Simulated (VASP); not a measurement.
# NaGeBr5 (P1) in VASP: single point with PBEsol

Aim: the single point of NaGeBr5 with PBEsol.

All numbers are computed with VASP 6.6.1; they aren't measurements. Logs are shortened: lines on timing, memory, paths and dates and some standing lists are left out, and cuts for length are marked.

### 1 The cell of the first run

The typed cell holds 7 atoms: a = 6.887 Å, b = 8.785 Å, c = 6.770 Å, α = 140.12°, β = 90.01°, γ = 90.21°.

### 2 Single point, PBEsol

INCAR

```
  ALGO = Normal
  EDIFF = 1E-7
  ENCUT = 520
  GGA = PS
  ISIF = 2
  ISMEAR = -1
  LASPH = True
  LCHARG = False
  LREAL = False
  LWAVE = False
  NBANDS = 37
  NELM = 60
  PREC = Accurate
  SIGMA = 0.05
```

KPOINTS

```
k-points
0
Gamma
  4 4 4
```

POSCAR

```
NaGeBr5
1.0
   -1.1359157171      4.8866877407      4.7178954732
    4.3292769251     -4.7901467210      5.9570400187
    1.1530162173      4.7692856529     -4.6645841107
Na Ge Br
1 1 5
Direct
    0.4993795886      0.7185000704      0.2206994714
   -0.0008312619     -0.2815679243     -0.2795352479
    0.8034277041      0.4840600583      0.2876668283
    0.1946759562      0.4843974335      0.6851219398
    0.1957713043     -0.0465429181     -0.2434132709
    0.8038759977      0.9519736132      0.1512169960
    0.5014526096      0.2184035068      0.7177576534
```

Potentials or basis: VASP PAW PBE potentials, release 64 (Na_pv, Ge_d, Br).

Command:

```bash
> cat potpaw_PBE.64/Na_pv/POTCAR potpaw_PBE.64/Ge_d/POTCAR potpaw_PBE.64/Br/POTCAR > POTCAR
> mpirun -np 1 vasp_std > vasp.out
```

OUTCAR:

```text
EDIFF = 1E-7
   ENCUT = 520
   GGA = PS
   ISIF = 2
   ISMEAR = -1
   LASPH = True
   LREAL = False
   NELM = 60
   PREC = Accurate

 ion  position               nearest neighbor table
   1  0.499  0.719  0.221-
   2  0.999  0.718  0.720-   5 2.32   3 2.32   6 2.32   4 2.32
   3  0.803  0.484  0.288-   2 2.32
   4  0.195  0.484  0.685-   2 2.32
   5  0.196  0.953  0.757-   2 2.32
   6  0.804  0.952  0.151-   2 2.32
   7  0.501  0.218  0.718-

  LATTYP: Found a triclinic cell.
 ALAT       =     5.6326206652
 B/A-ratio  =     1.2226705793
 C/A-ratio  =     1.2019400126
 COS(alpha) =     0.0002303466
 COS(beta)  =     0.0050588718
 COS(gamma) =     0.0059728510

  Lattice vectors:

 A1 = (   5.4822931424,  -0.0208610681,   1.2924559080)
 A2 = (   1.1359157171,  -4.8866877407,  -4.7178954732)
 A3 = (   1.1530162173,   4.7692856529,  -4.6645841107)

Analysis of symmetry for initial positions (statically):
=====================================================================
 Subroutine PRICEL returns:
 Original cell was already a primitive cell.

 Routine SETGRP: Setting up the symmetry group for a
 triclinic supercell.

 Subroutine GETGRP returns: Found  1 space group operations
 (whereof  1 operations were pure point group operations)
 out of a pool of  2 trial point group operations.

The static configuration has the point symmetry C_1 .

Analysis of symmetry for dynamics (positions and initial velocities):
=====================================================================
 Subroutine PRICEL returns:
 Original cell was already a primitive cell.

 Routine SETGRP: Setting up the symmetry group for a
 triclinic supercell.

 Subroutine GETGRP returns: Found  1 space group operations
 (whereof  1 operations were pure point group operations)
 out of a pool of  2 trial point group operations.

The dynamic configuration has the point symmetry C_1 .

 Subroutine INISYM returns: Found  1 space group operations
 (whereof  1 operations are pure point group operations),
 and found     1 'primitive' translations

----------------------------------------------------------------------------------------

                                     Primitive cell

  volume of cell :     262.6095

  direct lattice vectors                    reciprocal lattice vectors
[... 92 lines left out ...]
   LNONCOLLINEAR =      F non collinear calculations
   LSORBIT =      F    spin-orbit coupling
   LASPH  =      T    aspherical Exc in radial PAW
   ENCUT  =  520.0 eV  38.22 Ry    6.18 a.u.  12.80 16.33 12.59*2*pi/ulx,y,z
   NELM   =     60;   NELMIN=  2; NELMDL= -5     # of ELM steps
   EDIFF  = 0.1E-06   stopping-criterion for ELM
   LREAL  =      F    real-space projection
   EDIFFG = 0.1E-05   stopping-criterion for IOM
   NSW    =      0    number of steps for IOM
   IBRION =     -1    ionic relax: 0-MD 1-quasi-New 2-CG
   NFREE  =      0    steps in history (QN), initial steepest desc. (CG)
   ISIF   =      2    stress and relaxation
   ISYM   =      2    0-nonsym 1-usesym 2-fastsym
   POTIM  = 0.5000    time-step for ionic-motion
   TEBEG  =    0.0;   TEEND  =   0.0 temperature during run
   PSTRESS=    0.0 pullay stress
   NELECT =      56.0000    total number of electrons
   NUPDOWN=      -1.0000    fix difference up-down
   EMIN   =  10.00;   EMAX   =-10.00  energy-range for DOS
   EFERMI =   0.00;   METHOD = LEGACY
   ISMEAR =    -1;   SIGMA  =   0.05  broadening in eV -4-tet -1-fermi 0-gaus
   EFERMI_NEDOS =   21; number of points for ismear=-14 and -15
   IALGO  =     38    algorithm
   IMIX   =      4    mixing-type and parameters
     AMIX     =   0.40;   BMIX     =  1.00
     AMIX_MAG =   1.60;   BMIX_MAG =  1.00
  volume/ion in A,a.u.               =      37.52       253.17
  Fermi-wavevector in a.u.,A,eV,Ry     =   0.978064  1.848273 13.015463  0.956610
  Thomas-Fermi vector in A             =   2.108811
   LORBIT       =      0    0 simple, 1 ext, 2 COOP (PROOUT), +10 PAW based schemes
   GGA     = PS    functional components
   LHFCALC =     F    Hartree Fock is set to
   AEXX    =    0.0000 exact exchange contribution
   IVDW    =     0    specifies the selected vdW correction
   LEPSILON=     F    determine dielectric tensor
   LRPA    =     F    only Hartree local field effects (RPA)
 non-spin polarized calculation
  energy-cutoff  :      520.00
  volume of cell :      262.61
 maximum number of plane-waves:      7112
 NGX is ok and might be reduce to    54
   NGX = 25   NGY = 33   NGZ = 25

 number of electron      55.9999990 magnetization

 Free energy of the ion-electron system (eV)
  ---------------------------------------------------
  ext. energy  EPLUGINS =         0.00000000
  ---------------------------------------------------
  free energy    TOTEN  =       -21.11922456 eV

  energy without entropy =      -21.11922456  energy(sigma->0) =      -21.11922456

 E-fermi :  -0.1124     XC(G=0):  -7.1071

 val. band max:       -1.1960792701   @ k =   0.5000   0.5000   0.5000
 cond. band min:       0.8614190554   @ k =   0.0000   0.0000   0.0000
 fundamental gap:      2.0574983255
 Fermi energy:        -0.1124429398

 k-point     1 :       0.0000    0.0000    0.0000
  band No.  band energies     occupation
      1     -25.8160      2.00000
      2     -25.8157      2.00000
      3     -25.8137      2.00000
      4     -25.7697      2.00000
      5     -25.7634      2.00000
      6     -23.5235      2.00000
[... 949 lines left out ...]
     36       6.4792      0.00000
     37       6.8074      0.00000

 [... further k-points ...]
[... 5 lines left out ...]
  --------------------------------------------------------------------------------------
  -------------------------------------------------------------------------------------
  Total        0.0646562      0.0140509      0.0326361      0.0121724     -0.0108234      0.0385585
  in kB        0.3944666      0.0857244      0.1991124      0.0742638     -0.0660335      0.2352449
  external PRESSURE =       0.2264344 kB  Pullay stress =       0.0000000 kB

 VOLUME and BASIS-vectors are now :
 -----------------------------------------------------------------------------
  energy-cutoff  :      520.00
  volume of cell :      262.61
      direct lattice vectors                 reciprocal lattice vectors
    -1.135915717  4.886687741  4.717895473    -0.023101917  0.103053540  0.099656234
     4.329276925 -4.790146721  5.957040019     0.172481783 -0.000537816  0.042085059
     1.153016217  4.769285653 -4.664584111     0.196906827  0.103544502 -0.059840260

 POSITION                                       TOTAL-FORCE (eV/Angst)
 -----------------------------------------------------------------------------------
      2.79780      0.05117      5.60668        -0.001237     -0.000213     -0.000794
      2.80603      4.87733      5.63303         0.001170      0.003061     -0.001850
      1.51469      2.97935      5.33221        -0.002156     -0.002319     -0.000295
      2.66591      1.89853      0.60823         0.001107     -0.002131     -0.001321
      4.77776     -0.00215      3.07425         0.001908     -0.000658      0.005935
      3.38258      0.08939      8.75818        -0.003177      0.002649      0.000935
      1.20351      4.82745      0.31880         0.002385     -0.000389     -0.002608
 -----------------------------------------------------------------------------------
    total drift:                                0.000116     -0.000318      0.000232

  FREE ENERGIE OF THE ION-ELECTRON SYSTEM (eV)
  ---------------------------------------------------
  free  energy   TOTEN  =       -21.1192245599 eV

  energy  without entropy=      -21.1192245596  energy(sigma->0) =      -21.11922456
```

Wall time 8 min (1 thread of Intel Xeon Platinum 8259CL at 2.50GHz (Skylake/Cascade Lake), shared host); peak memory 0.63 GiB.

What came out:

| Item | Value |
| --- | --- |
| Free energy | -21.1192 eV |
| Pressure | 0.0 GPa |
| Largest force | 0.006 eV/Å |
| Band gap on the k mesh | 2.06 eV (least direct gap 2.27 eV) |

Forces in eV/Å, atoms in the order of the input:
```
Na  -0.001  0.000 -0.001
Ge   0.001  0.003 -0.002
Br  -0.002 -0.002  0.000
Br   0.001 -0.002 -0.001
Br   0.002 -0.001  0.006
Br  -0.003  0.003  0.001
Br   0.002  0.000 -0.003
```

Caveat: the PAW data sets were made with another functional, which shifts forces and pressure a little. A k mesh can miss the band edges.
